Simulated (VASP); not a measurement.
Input of a VASP 6.6.1 run:

Contents of INCAR:

```
SYSTEM = Pb
PREC = Accurate
ENCUT = 520
EDIFF = 1E-7
ISMEAR = -1
SIGMA = 0.05
LREAL = .False.
LASPH = .True.
NELM = 80
ALGO = Normal
ISIF = 2
LWAVE = .False.
LCHARG = .False.
GGA = RE
IVDW = 13
NBANDS = 13
```

File KPOINTS:

```
Automatic mesh
0
Gamma
  9 9 9
  0 0 0
```

File POSCAR:

```
Pb
1.0
    0.0000000000      2.4244952108      2.4244952108
    2.4244952108      0.0000000000      2.4244952108
    2.4244952108      2.4244952108      0.0000000000
Pb
1
Direct
    0.0000000000      0.0000000000      0.0000000000
```

Potentials or basis: VASP PAW PBE potentials, release 64 (Pb_d).

The run is started by

```console
$ cat potpaw_PBE.64/Pb_d/POTCAR > POTCAR
$ mpirun -np 1 vasp_std > vasp.out
```

Question: Estimate the pressure.

Answer: 3.7 GPa.

Question: Estimate the dispersion energy per atom.

Answer: -0.635 eV.

Question: Predict the band gap on the k mesh.

Answer: Zero (band 7 reaches 16.02 eV, above the bottom of band 8 at 6.41 eV).

Caveat: the PAW data sets were made with another functional, which shifts forces and pressure a little; spin-orbit coupling is left out, which moves the levels of the heavy elements; pairwise dispersion overbinds metals, which lowers pressure and volume.
